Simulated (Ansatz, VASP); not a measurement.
Cr in VASP and in Ansatz

Contents of INCAR:

```
ALGO = Normal
EDIFF = 1E-6
ENCUT = 520
GGA = RE
ISIF = 2
ISMEAR = -1
LASPH = T
LCHARG = F
LREAL = F
LWAVE = F
NBANDS = 25
NELM = 100
PREC = Accurate
SIGMA = 0.1
```

Contents of KPOINTS:

```
k-points
0
Gamma
  10 10 15
```

The input POSCAR:

```
Cr
1.0
    4.3098730604      0.0000000000      0.0000000000
   -2.1549365302      3.7324595574      0.0000000000
    0.0000000000      0.0000000000      2.3344254470
Cr
3
Direct
    0.0000000000      1.0000000000      0.0000000000
    0.3333333333      0.6666666667      0.5000000000
    0.6666666667      0.3333333333      0.5000000000
```

Input for Ansatz:

```yaml
crystal:
  lattice:
    - [4.3098730604, 0.0, 0.0]
    - [-2.1549365302, 3.7324595574, 0.0]
    - [0.0, 0.0, 2.334425447]
  atoms:
    - { symbol: Cr, position: [0.0, 1.0, 0.0] }
    - { symbol: Cr, position: [0.3333333333, 0.6666666667, 0.5] }
    - { symbol: Cr, position: [0.6666666667, 0.3333333333, 0.5] }
hamiltonian:
  xc: revpbe
  pseudopotentials:
    kind: paw
    azcp:
      Cr: "pseudopotentials/Cr.paw.azcp"
basis:
  ecutwfc: 420
  fft_grid_basis: typed
kpoints:
  mp_grid: { grid: [10, 10, 15], shift: [0, 0, 0] }
magnetization:
  spin_polarized: false
scf:
  occupations: { method: fermi_dirac, width: 0.1 }
  lower_state_search: "off"
output:
  stress: true
  write_density: true
  write_potential: true
  elf: true
  volumetric_format: npy
```

Alike in both runs: task single point; functional revPBE; k mesh 10 × 10 × 15; occupations fermi-dirac, width 0.1 eV; no spin polarisation.

|  | VASP | Ansatz |
| --- | --- | --- |
| version | VASP 6.6.1 | Ansatz 0.2.0 |
| potentials or method | VASP PAW PBE potentials, release 64 (Cr_pv), cutoff 520 eV | plane waves (420 eV) with PAW, scalar-relativistic |
| valence electrons in the cell | 36 | 42 |

```csv
,VASP,Ansatz,Ansatz less VASP
pressure (GPa),-8.4,-8.1,+0.31
"traceless stress, the component that is largest in VASP (GPa)",-0.05,0.01,+0.066
```

VASP's potentials were made for PBE, not for revPBE. The functional is the same, so the differences come from potentials, cutoffs and numerics. VASP's potentials hold 36 valence electrons a cell and Ansatz's 42, so a difference there can come from the potentials and not from the codes.
